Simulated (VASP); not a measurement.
Runs of VASP 6.6.1 on Cu. It takes space group Fm-3m (No. 225, cubic). Conventional cell: a = 3.615 Å, b = 3.615 Å, c = 3.615 Å, α = 90.00°, β = 90.00°, γ = 90.00°. Within 3.4 Å of Cu (site symmetry m-3m) lie 12 Cu at 2.56 Å. 

| k mesh | gap on the mesh (eV) | pressure (GPa) |
| --- | --- | --- |
| 4 × 4 × 4 | none | 3.9 |
| 13 × 13 × 13 | none | 2.2 |
| 8 × 8 × 8 | none | (a) |
| 11 × 11 × 11 | none | 2.1 |
| 7 × 7 × 7 | none | 2.1 |

Alike in all rows: task single point; level PBE; potentials or basis VASP PAW PBE potentials, release 64 (Cu); no spin polarisation; cell as given; cutoff (eV) 520; smearing fermi-dirac 0.1 eV.

Q: Fill in the values left out.

A: (a) 3.0.

Caveats: some runs use coarse meshes.

A gap of «none» marks levels without a gap at the run's occupations.
